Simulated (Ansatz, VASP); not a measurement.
SnO in VASP and in Ansatz

```
Sn O
1.0
     4.25644    0.00000    0.00000
    -2.12822    3.68619    0.00000
     0.00000    0.00000    5.33349
Sn O
2 2
Direct
  0.33333 0.66667 0.25000
  0.66667 0.33333 0.75000
  0.66667 0.33333 0.25000
  0.33333 0.66667 0.75000
```

Alike in both runs: task single point; functional PBE; k mesh 6 × 6 × 4; no spin polarisation.

```csv
,VASP,Ansatz
version,VASP 6.6.1,Ansatz 0.2.0
potentials or method,"VASP PAW PBE potentials, release 64 (Sn_d, O)","plane waves, PAW"
plane-wave cutoff (eV),520,420
occupations,"gaussian, width 0.01 eV",fixed
valence electrons in the cell,40,40
```

```csv
,VASP,Ansatz,Ansatz less VASP
gap on the k mesh at the Fermi level (eV),0.59,0.59,+0.003
pressure (GPa),-3.8,-3.8,+0.02
"traceless stress, the component that is largest in VASP (GPa)",0.27,0.29,+0.025
```
